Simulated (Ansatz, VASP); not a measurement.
## KCl in VASP and in Ansatz

```xyz
2
Lattice="0.0000 3.1770 3.1770 3.1770 0.0000 3.1770 3.1770 3.1770 0.0000" Properties=species:S:1:pos:R:3 pbc="T T T"
K     0.0000    0.0000    0.0000
Cl    3.1770    3.1770    3.1770
```

Change from the starting cell: volume scaled by 1.02.

Alike in both runs: task single point; functional LDA; k mesh 7 × 7 × 7; occupations fermi-dirac, width 0.03 eV; no spin polarisation.

|  | VASP | Ansatz |
| --- | --- | --- |
| version | VASP 6.6.1 | Ansatz 0.2.0 |
| potentials or method | VASP PAW LDA potentials, release 64 (K_sv, Cl), cutoff 520 eV | all-electron LAPW, scalar-relativistic |

```tsv
	VASP	Ansatz	Ansatz less VASP
gap on the k mesh at the Fermi level (eV)	4.65	4.65	-0.003
pressure (GPa)	-2.3	-2.3	-0.02
```

LDA's correlation is that of Perdew and Zunger in VASP and of Perdew and Wang (1992) in Ansatz. Ansatz ran all-electron here, and VASP with PAW potentials.
